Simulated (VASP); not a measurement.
A run of VASP 6.6.1 is set up as follows.

The input INCAR:

```
  ALGO = Normal
  EDIFF = 1E-8
  ENCUT = 520
  GGA = PE
  GGA_COMPAT = False
  ISIF = 2
  ISMEAR = 0
  LASPH = True
  LCHARG = False
  LEPSILON = True
  LREAL = False
  LWAVE = False
  NELM = 120
  PREC = Accurate
  SIGMA = 0.01
```

Contents of KPOINTS:

```
k-points
0
Gamma
  3 3 3
```

The input POSCAR:

```
BaZrO3
1.0
    4.1913400000      0.0000000000      0.0000000000
    0.0000000000      4.1913400000      0.0000000000
    0.0000000000      0.0000000000      4.1913400000
Ba Zr O
1 1 3
Direct
    0.0000000000      0.0000000000      0.0000000000
    0.5000000000      0.5000000000      0.5000000000
    0.0000000000      0.5000000000      0.5000000000
    0.5000000000      0.0000000000      0.5000000000
    0.5000000000      0.5000000000      0.0000000000
```

Potentials or basis: VASP PAW PBE potentials, release 64 (Ba_sv, Zr_sv, O).

Launch:

```sh
$ cat potpaw_PBE.64/Ba_sv/POTCAR potpaw_PBE.64/Zr_sv/POTCAR potpaw_PBE.64/O/POTCAR > POTCAR
$ mpirun -np 1 vasp_std > vasp.out
```

Question: Predict the electronic dielectric tensor (diagonal).

Answer: 5.29.

Question: What does it give for the Born charges (mean of the diagonal)?

Answer: Ba +2.85; Zr +6.52; O -3.12 e.

Question: What does it give for the band gap on the k mesh?

Answer: 3.38 eV.

Born effective charge tensors (e):
atom 1, Ba
```
2.85 0.00 0.00
0.00 2.85 0.00
0.00 0.00 2.85
```
atom 2, Zr
```
6.52 0.00 0.00
0.00 6.52 0.00
0.00 0.00 6.52
```
atom 3, O
```
-5.34  0.00  0.00
 0.00 -2.01  0.00
 0.00  0.00 -2.01
```
atom 4, O
```
-2.01  0.00  0.00
 0.00 -5.34  0.00
 0.00  0.00 -2.01
```
atom 5, O
```
-2.01  0.00  0.00
 0.00 -2.01  0.00
 0.00  0.00 -5.34
```

Caveat: the k points lie up to 0.50 Å⁻¹ apart; spin-orbit coupling is left out, which moves the levels of the heavy elements; an odd mesh through Γ misses points on the zone boundary, where band edges can lie.
